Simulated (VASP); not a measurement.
Si: single point with PBE

Crystal: Si.

```xyz
2
Lattice="0.0000 2.7350 2.7350 2.7350 0.0000 2.7350 2.7350 2.7350 0.0000" Properties=species:S:1:pos:R:3 pbc="T T T"
Si    0.0000    0.0000    0.0000
Si    1.3675    1.3675    1.3675
```

```json
{
  "Program": "VASP 6.6.1",
  "Task": "single point",
  "Functional": "PBE",
  "Potentials or basis": "VASP PAW PBE potentials, release 64 (Si)",
  "Cutoff": "500 eV",
  "k mesh": "10 × 10 × 10",
  "Occupations": "gaussian, width 0.02 eV",
  "Spin": "no spin polarisation",
  "Dipole correction": "no",
  "Further INCAR settings": "ALGO = Normal; EDIFF = 1e-06; NBANDS = 11"
}
```

```yaml
Pressure: -0.1 GPa
Band_gap_on_the_k_mesh: 0.62 eV (least direct gap 2.56 eV)
```

Levels at points of the mesh, in eV from the valence-band top:
```
           k point  band 1  band 2  band 3  band 4  band 5  band 6  band 7  band 8  band 9
(0.00, 0.00, 0.00)  -11.81    0.00    0.00    0.00    2.56    2.56    2.56    3.13    7.71
(0.50, 0.00, 0.00)   -9.53   -6.87   -1.18   -1.18    1.46    3.35    3.35    7.70   10.49
(0.50, 0.50, 0.00)   -7.74   -7.74   -2.79   -2.79    0.75    0.75    9.93    9.93   10.91
```

Wall time 32 s on 1 thread of Intel Xeon 8259CL (shared host), peak memory 0.15 GiB.

A k mesh can miss the band edges.
